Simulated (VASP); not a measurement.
# In (Pm-3m) in VASP: further runs, part 2 of 2

VASP 6.6.1. The steps go on from the part before.

## Step 5: Relaxation of cell and atoms, LDA, target pressure 90 GPa, at which the enthalpy is minimised

File INCAR:

```
SYSTEM = In
  ALGO = Normal
  EDIFF = 1E-7
  EDIFFG = -0.005
  ENCUT = 600
  GGA = CA
  IBRION = 2
  ISIF = 3
  ISMEAR = -1
  LASPH = .TRUE.
  LCHARG = .FALSE.
  LREAL = .FALSE.
  LWAVE = .FALSE.
  NELM = 100
  NSW = 32
  PREC = Accurate
  PSTRESS = 900.0
  SIGMA = 0.1
```

File KPOINTS:

```
k-points
0
G
  15 15 15
  0 0 0
```

File POSCAR:

```
In
1.0
    2.5001955247      0.0000000000      0.0000000000
    0.0000000000      2.5001955247      0.0000000000
    0.0000000000      0.0000000000      2.5001955247
In
1
Direct
    0.0000000000      0.0000000000      0.0000000000
```

Potentials or basis: VASP PAW LDA potentials, release 64 (In_d).

Command:

```
cat potpaw_LDA.64/In_d/POTCAR > POTCAR
mpirun -np 1 vasp_std > vasp.out
```

OUTCAR:

```text
SYSTEM = In
   EDIFF = 1E-7
   EDIFFG = -0.005
   ENCUT = 600
   GGA = CA
   IBRION = 2
   ISIF = 3
   ISMEAR = -1
   LASPH = .TRUE.
   LREAL = .FALSE.
   NELM = 100
   NSW = 32
   PREC = Accurate
   PSTRESS = 900.0

 ion  position               nearest neighbor table
   1  0.000  0.000  0.000-

  LATTYP: Found a simple cubic cell.
 ALAT       =     2.5001955247

  Lattice vectors:

 A1 = (   2.5001955247,   0.0000000000,   0.0000000000)
 A2 = (   0.0000000000,   2.5001955247,   0.0000000000)
 A3 = (   0.0000000000,   0.0000000000,   2.5001955247)

Analysis of symmetry for initial positions (statically):
=====================================================================
 Subroutine PRICEL returns:
 Original cell was already a primitive cell.

 Routine SETGRP: Setting up the symmetry group for a
 simple cubic supercell.

 Subroutine GETGRP returns: Found 48 space group operations
 (whereof 48 operations were pure point group operations)
 out of a pool of 48 trial point group operations.

The static configuration has the point symmetry O_h .

Analysis of symmetry for dynamics (positions and initial velocities):
=====================================================================
 Subroutine PRICEL returns:
 Original cell was already a primitive cell.

 Routine SETGRP: Setting up the symmetry group for a
 simple cubic supercell.

 Subroutine GETGRP returns: Found 48 space group operations
 (whereof 48 operations were pure point group operations)
 out of a pool of 48 trial point group operations.

The dynamic configuration has the point symmetry O_h .

 Subroutine INISYM returns: Found 48 space group operations
 (whereof 48 operations are pure point group operations),
 and found     1 'primitive' translations

----------------------------------------------------------------------------------------

                                     Primitive cell

  volume of cell :      15.6287

  direct lattice vectors                    reciprocal lattice vectors
     2.500195525  0.000000000  0.000000000     0.399968718  0.000000000  0.000000000
     0.000000000  2.500195525  0.000000000     0.000000000  0.399968718  0.000000000
     0.000000000  0.000000000  2.500195525     0.000000000  0.000000000  0.399968718

  length of vectors
     2.500195525  2.500195525  2.500195525     0.399968718  0.399968718  0.399968718

  position of ions in fractional coordinates (direct lattice)
     0.000000000  0.000000000  0.000000000

  ion indices of the primitive-cell ions
   primitive index   ion index
                 1           1

----------------------------------------------------------------------------------------

 KPOINTS: k-points

Automatic generation of k-mesh.
 Grid dimensions read from file:
 generate k-points for:   15   15   15

 Generating k-lattice:

  Cartesian coordinates                     Fractional coordinates (reciprocal lattice)
     0.026664581  0.000000000  0.000000000     0.066666667  0.000000000  0.000000000
     0.000000000  0.026664581  0.000000000     0.000000000  0.066666667  0.000000000
     0.000000000  0.000000000  0.026664581     0.000000000  0.000000000  0.066666667

  Length of vectors
     0.026664581  0.026664581  0.026664581
[... 41 lines left out ...]
   ions per type =               1
   NGX,Y,Z   is equivalent  to a cutoff of  13.30, 13.30, 13.30 a.u.
   NGXF,Y,Z  is equivalent  to a cutoff of  26.60, 26.60, 26.60 a.u.
 SYSTEM =  In
   PREC   = accura    normal or accurate (medium, high low for compatibility)
   ISTART =      0    job   : 0-new  1-cont  2-samecut
   ICHARG =      2    charge: 1-file 2-atom 10-const
   ISPIN  =      1    spin polarized calculation?
   LNONCOLLINEAR =      F non collinear calculations
   LSORBIT =      F    spin-orbit coupling
   LASPH  =      T    aspherical Exc in radial PAW
   ENCUT  =  600.0 eV  44.10 Ry    6.64 a.u.   4.99  4.99  4.99*2*pi/ulx,y,z
   NELM   =    100;   NELMIN=  2; NELMDL= -5     # of ELM steps
   EDIFF  = 0.1E-06   stopping-criterion for ELM
   LREAL  =      F    real-space projection
   EDIFFG = -.5E-02   stopping-criterion for IOM
   NSW    =     32    number of steps for IOM
   IBRION =      2    ionic relax: 0-MD 1-quasi-New 2-CG
   NFREE  =      1    steps in history (QN), initial steepest desc. (CG)
   ISIF   =      3    stress and relaxation
   ISYM   =      2    0-nonsym 1-usesym 2-fastsym
   POTIM  = 0.5000    time-step for ionic-motion
   TEBEG  =    0.0;   TEEND  =   0.0 temperature during run
   PSTRESS=  900.0 pullay stress
   NELECT =      13.0000    total number of electrons
   NUPDOWN=      -1.0000    fix difference up-down
   EMIN   =  10.00;   EMAX   =-10.00  energy-range for DOS
   EFERMI =   0.00;   METHOD = LEGACY
   ISMEAR =    -1;   SIGMA  =   0.10  broadening in eV -4-tet -1-fermi 0-gaus
   EFERMI_NEDOS =   21; number of points for ismear=-14 and -15
   IALGO  =     38    algorithm
   IMIX   =      4    mixing-type and parameters
     AMIX     =   0.40;   BMIX     =  1.00
     AMIX_MAG =   1.60;   BMIX_MAG =  1.00
  volume/ion in A,a.u.               =      15.63       105.47
  Fermi-wavevector in a.u.,A,eV,Ry     =   1.539626  2.909472 32.251917  2.370449
  Thomas-Fermi vector in A             =   2.645828
   LORBIT       =      0    0 simple, 1 ext, 2 COOP (PROOUT), +10 PAW based schemes
   GGA     = CA    functional components
   LHFCALC =     F    Hartree Fock is set to
   AEXX    =    0.0000 exact exchange contribution
   IVDW    =     0    specifies the selected vdW correction
   LEPSILON=     F    determine dielectric tensor
   LRPA    =     F    only Hartree local field effects (RPA)
 conjugate gradient relaxation of ions
 non-spin polarized calculation
  energy-cutoff  :      600.00
  volume of cell :       15.63
 maximum number of plane-waves:       535
 NGX is ok and might be reduce to    20
   NGX =  9   NGY =  9   NGZ =  9

--------------------------------------- Ionic step        1  -------------------------------------------

 number of electron      13.0000013 magnetization

 Free energy of the ion-electron system (eV)
  ---------------------------------------------------
  ext. energy  EPLUGINS =         0.00000000
  ---------------------------------------------------
  free energy    TOTEN  =        -1.36585892 eV

  energy without entropy =       -1.35769077  energy(sigma->0) =       -1.36177485

------------------------ aborting loop because EDIFF is reached ----------------------------------------

  FORCE on cell =-STRESS in cart. coord.  units (eV):
  Direction    XX          YY          ZZ          XY          YZ          ZX
  --------------------------------------------------------------------------------------
  -------------------------------------------------------------------------------------
  Total        8.8982052      8.8982052      8.8982052      0.0000000     -0.0000000      0.0000000
  in kB      912.2021228    912.2021228    912.2021228      0.0000000     -0.0000000      0.0000000
  external PRESSURE =      12.2021228 kB  Pullay stress =     900.0000000 kB
[... 61 lines left out ...]
--------------------------------------- Ionic step        3  -------------------------------------------

 number of electron      13.0000013 magnetization

 Free energy of the ion-electron system (eV)
  ---------------------------------------------------
  ext. energy  EPLUGINS =         0.00000000
  ---------------------------------------------------
  free energy    TOTEN  =        -1.39325783 eV

  energy without entropy =       -1.38506934  energy(sigma->0) =       -1.38916358

 E-fermi :  14.7916     XC(G=0): -13.1340

 val. band max:       14.7865589789   @ k =   0.3333   0.1333   0.1333
 cond. band min:      14.8257598606   @ k =   0.3333   0.2000   0.0000
 fundamental gap:      0.0392008817
 Fermi energy:        14.7915910016

 k-point     1 :       0.0000    0.0000    0.0000
  band No.  band energies     occupation
      1      -2.7682      2.00000
      2      -2.7682      2.00000
      3       0.0654      2.00000
      4       0.0654      2.00000
      5       0.0654      2.00000
      6       0.7304      2.00000
      7      24.9379      0.00000
      8      24.9379      0.00000
      9      24.9379      0.00000
     10      30.1599      0.00000
[... 287 lines left out ...]
 k-point    24 :       0.3333    0.2000    0.0000
  band No.  band energies     occupation
      1      -2.2646      2.00000
      2      -1.1796      2.00000
      3      -1.1358      2.00000
      4      -0.5427      2.00000
      5      -0.1672      2.00000
      6       5.1903      2.00000
      7      14.8258      0.83080
      8      21.8845      0.00000
      9      29.0640      0.00000
     10      30.0673      0.00000

 [... further k-points ...]

------------------------ aborting loop because EDIFF is reached ----------------------------------------

  FORCE on cell =-STRESS in cart. coord.  units (eV):
  Direction    XX          YY          ZZ          XY          YZ          ZX
  --------------------------------------------------------------------------------------
  -------------------------------------------------------------------------------------
  Total        8.8099240      8.8099240      8.8099240     -0.0000000      0.0000000     -0.0000000
  in kB      900.3624916    900.3624916    900.3624916     -0.0000000      0.0000000     -0.0000000
  external PRESSURE =       0.3624916 kB  Pullay stress =     900.0000000 kB
[... 20 lines left out ...]
  energy  without entropy=       -1.3850693357  energy(sigma->0) =       -1.38916358

  enthalpy is  TOTEN    =         7.4131191949 eV   P V=        8.8063770214

 reached required accuracy - stopping structural energy minimisation
```

OSZICAR:

```text
N       E                     dE             d eps       ncg     rms          rms(c)
DAV:   1     0.756899522345E+02    0.75690E+02   -0.72455E+03  2406   0.217E+03
[... 20 lines left out ...]
       N       E                     dE             d eps       ncg     rms          rms(c)
DAV:   1    -0.142487415061E+01    0.89388E-01   -0.73316E-01  2754   0.233E+01    0.125E+00
DAV:   2    -0.139723741209E+01    0.27637E-01   -0.59060E-02  2704   0.722E+00    0.370E-01
DAV:   3    -0.139350622972E+01    0.37312E-02   -0.10287E-02  3448   0.291E+00    0.202E-01
DAV:   4    -0.139326112123E+01    0.24511E-03   -0.47791E-04  2590   0.253E-01    0.488E-02
DAV:   5    -0.139325913801E+01    0.19832E-05   -0.17860E-05  3540   0.918E-02    0.379E-02
DAV:   6    -0.139325782190E+01    0.13161E-05   -0.73634E-06  3226   0.313E-02    0.486E-03
DAV:   7    -0.139325782658E+01   -0.46800E-08   -0.20814E-07  2634   0.807E-03
   3 F= 0.74131192E+01 E0= 0.74172134E+01  d E =-.199741E-03
```

Run time: 70 s. Hardware: 1 thread of AMD EPYC 7R13, shared host; peak memory 0.11 GiB.

What came out:

- Free energy: -1.3933 eV
- Relaxed volume: 15.68 Å³/atom
- Relaxed cell: a = 2.503 Å, b = 2.503 Å, c = 2.503 Å, α = 90.00°, β = 90.00°, γ = 90.00°
- Space group after relaxing (to 0.05 Å): Pm-3m (No. 221)
- Energy change on relaxing (the enthalpy is what falls): -27.4 meV/atom
- Ionic steps: 3
- Pressure after relaxing: 90.0 GPa

Step by step:
```csv
step,energy change (eV),largest force (eV/Å),pressure (GPa),volume (Å³)
1,0.0000,0.0000,91.22,15.63
2,-0.1484,0.0000,84.43,15.90
3,-0.0274,0.0000,90.04,15.68
```

Final structure:
```
CELL_PARAMETERS angstrom
2.50277 0.00000 0.00000
0.00000 2.50277 0.00000
0.00000 0.00000 2.50277
ATOMIC_POSITIONS crystal
In 0.00000 0.00000 0.00000
```

Caveat: the cell is relaxed towards a set pressure, so the enthalpy falls and the energy may rise; spin-orbit coupling is left out, which moves the levels of the heavy elements.

## Step 6: Overview

```csv
task,cell,cutoff (eV),gap on the mesh (eV),pressure (GPa)
single point,"a = 2.500 Å, 1 atom",520,none,91.0
relaxation of cell and atoms,"relaxed to 90 GPa from a = 2.489 Å, 1 atom",600,none,90.0
relaxation of cell and atoms,"relaxed to 90 GPa from a = 2.500 Å, 1 atom",600,none,90.0
```

Alike in all rows: level LDA; potentials or basis VASP PAW LDA potentials, release 64 (In_d); no spin polarisation; k mesh 15 × 15 × 15; smearing fermi-dirac 0.1 eV.

Caveats: spin-orbit coupling is left out, which moves the levels of the heavy elements; the cell is relaxed towards a set pressure, so the enthalpy falls and the energy may rise (some runs).

Absolute energies hang on the potentials; compare differences alone.
